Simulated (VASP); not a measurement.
# Cd: single point with PBEsol

Crystal: Cd.

```
Cd
1.0
     2.90724    0.00000    0.00000
     0.00000    2.90724    0.00000
     0.00000    0.00000    2.90724
Cd
1
Cartesian
  0.0000 0.0000 0.0000
```

```yaml
Program: VASP 6.6.1
Task: single point
Functional: PBEsol
Potentials_or_basis: VASP PAW PBE potentials, release 64 (Cd)
Cutoff: 520 eV
k_mesh: 18 × 18 × 18
Occupations: gaussian, width 0.1 eV
Spin: no spin polarisation
Dipole_correction: no
Further_INCAR_settings: ALGO = Normal; EDIFF = 1e-07; NBANDS = 12
```

```
Pressure               : 0.3 GPa
Band gap on the k mesh : zero (band 6 reaches 6.49 eV, above the bottom of band 7 at -0.61 eV)
```

Levels at points of the mesh, in eV from the Fermi level:
```csv
k point,band 2,band 3,band 4,band 5,band 6,band 7,band 8,band 9,band 10,band 11
"(0.00, 0.00, 0.00)",-9.66,-8.08,-8.08,-8.08,-7.96,10.29,10.29,10.29,13.98,13.98
"(0.50, 0.00, 0.00)",-8.96,-8.55,-8.55,-8.03,-2.63,-2.35,14.42,14.42,14.94,15.62
"(0.50, 0.50, 0.00)",-9.17,-8.47,-8.47,-7.65,1.16,1.16,2.21,5.87,18.58,18.58
"(0.50, 0.50, 0.50)",-9.23,-9.23,-7.63,-7.63,4.74,4.74,4.74,8.18,8.51,9.83
```

It took 25 s on 1 thread of Intel(R) Xeon(R) Platinum 8259CL CPU @ 2.50GHz (Skylake/Cascade Lake), with other jobs on the host, peak memory 0.18 GiB.

Caveat: the PAW data sets were made with another functional, which shifts forces and pressure a little.
